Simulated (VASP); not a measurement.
The system is Al4Te.

```xyz
5
Lattice="-2.8550 2.8550 2.8550 2.8550 -2.8550 2.8550 2.8550 2.8550 -2.8550" Properties=species:S:1:pos:R:3 pbc="T T T"
Al    1.4275    1.4275    1.4275
Al   -1.4275    1.4275    1.4275
Al    1.4275    1.4275   -1.4275
Al    1.4275   -1.4275    1.4275
Te    0.0000    0.0000    0.0000
```

The cell was generated, and may not be a known phase.

```yaml
Program: VASP 6.6.1
Task: relaxation of cell and atoms
Functional: PBE
Potentials_or_basis: VASP PAW PBE potentials, release 64 (Al, Te)
Cutoff: 600 eV
k_mesh: 4 × 4 × 4
Occupations: gaussian, width 0.1 eV
Spin: no spin polarisation
```

At the start: pressure 29.3 GPa; volume 18.62 Å³/atom.

**Question.** How do energy, volume and symmetry change on relaxing?

**Answer.** Over 4 steps the energy falls by 484.5 meV/atom and the volume is 25.87 Å³/atom (+38.9 %); space group Im-3m (No. 229, to 0.1 Å) before and after.

Step by step:
```
step  energy change (eV)  largest force (eV/Å)  pressure (GPa)  volume (Å³)
   1              0.0000                0.0000           29.33        93.08
   2             -2.1832                0.0000           -3.67       146.95
   3             -2.4216                0.0000            0.34       127.99
   4             -2.4226                0.0000           -0.10       129.34
```

Final structure:
```cif
data_structure
_symmetry_space_group_name_H-M 'P 1'
_symmetry_Int_Tables_number 1
_cell_length_a 5.5180
_cell_length_b 5.5180
_cell_length_c 5.5180
_cell_angle_alpha 109.471
_cell_angle_beta 109.471
_cell_angle_gamma 109.471
_cell_volume 129.34
loop_
_atom_site_label
_atom_site_type_symbol
_atom_site_fract_x
_atom_site_fract_y
_atom_site_fract_z
_atom_site_occupancy
Al1 Al 0.50000 0.50000 0.50000 1
Al2 Al 0.50000 0.00000 0.00000 1
Al3 Al 0.00000 0.00000 0.50000 1
Al4 Al 0.00000 0.50000 0.00000 1
Te1 Te 0.00000 0.00000 0.00000 1
```

Caveat: the k points lie up to 0.35 Å⁻¹ apart in the final cell, too coarse for converged energies and pressures of a metal; the volume moved by over 15 % at a fixed basis, so the end points are rough.
